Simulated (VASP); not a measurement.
GaFe3, 4 atoms in the cell. Symmetry: Fm-3m, No. 225, cubic system. The conventional cell has a = 5.705 Å, b = 5.705 Å, c = 5.705 Å, α = 90.00°, β = 90.00°, γ = 90.00°. Within 3.3 Å of Ga (site symmetry m-3m) lie 14 Fe at 2.47 to 2.85 Å. Within 3.3 Å of Fe (site symmetry m-3m) lie 8 Fe at 2.47 Å and 6 Ga at 2.85 Å. Within 3.3 Å of Fe (site symmetry -43m) lie 4 Ga at 2.47 Å and 10 Fe at 2.47 to 2.85 Å. 

```yaml
Program: VASP 6.6.1
Task: single point
Functional: PBEsol
Potentials_or_basis: VASP PAW PBE potentials, release 64 (Ga_d, Fe)
Cutoff: 520 eV
k_mesh: 8 × 8 × 8
Occupations: fermi-dirac, width 0.03 eV
Spin: collinear spin, ferromagnetic start
Starting_moments: "[0.0, 3.0, 3.0, 3.0] μB"
Dipole_correction: no
Further_INCAR_settings: ALGO = Normal; EDIFF = 1e-06; NBANDS = 30
```

Potentials or basis: VASP PAW PBE potentials, release 64 (Ga_d, Fe).

Launch:

```bash
$ cat potpaw_PBE.64/Ga_d/POTCAR potpaw_PBE.64/Fe/POTCAR > POTCAR
$ mpirun -np 1 vasp_std > vasp.out
```

Hardware: 1 thread of Intel(R) Xeon(R) Platinum 8488C (Sapphire Rapids), with other jobs on the host.

How long does it take, and how much memory?

Wall time 77 s on 1 thread of Intel(R) Xeon(R) Platinum 8488C (Sapphire Rapids) (shared host), peak memory 0.22 GiB. Counts: scf iterations 15, k points 29.
